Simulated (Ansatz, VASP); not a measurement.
Ti: VASP beside Ansatz

```
Ti
1.0
     2.93846    0.00000    0.00000
    -1.46923    2.54478    0.00000
     0.00000    0.00000   24.30127
Ti
5
Cartesian
  0.0000 1.6965 7.5000
  1.4692 0.8483 9.8253
  0.0000 1.6965 12.1506
  1.4692 0.8483 14.4760
  0.0000 1.6965 16.8013
```

Alike in both runs: task single point; functional PBE; k mesh 12 × 12 × 1; occupations gaussian, width 0.1 eV; no spin polarisation.

```csv
,VASP,Ansatz
version,VASP 6.6.1,Ansatz 0.2.0
potentials or method,"VASP PAW PBE potentials, release 64 (Ti_sv), cutoff 520 eV","scalar-relativistic, plane waves, PAW"
valence electrons in the cell,60,60
```

|  | VASP | Ansatz | Ansatz less VASP |
| --- | --- | --- | --- |
| gap on the k mesh at the Fermi level (eV) | none | none | - |
| rms of the force components (eV/Å) | 0.320 | 0.317 | -0.0032 |
| work function, face that differs most (eV) | 4.50 | 4.50 | +0.006 |

Atom by atom the forces differ by 0.004 eV/Å (rms over components). A gap of «none» marks a metal or a gap that the smearing closes. The functional is the same, so the differences come from potentials, cutoffs and numerics.
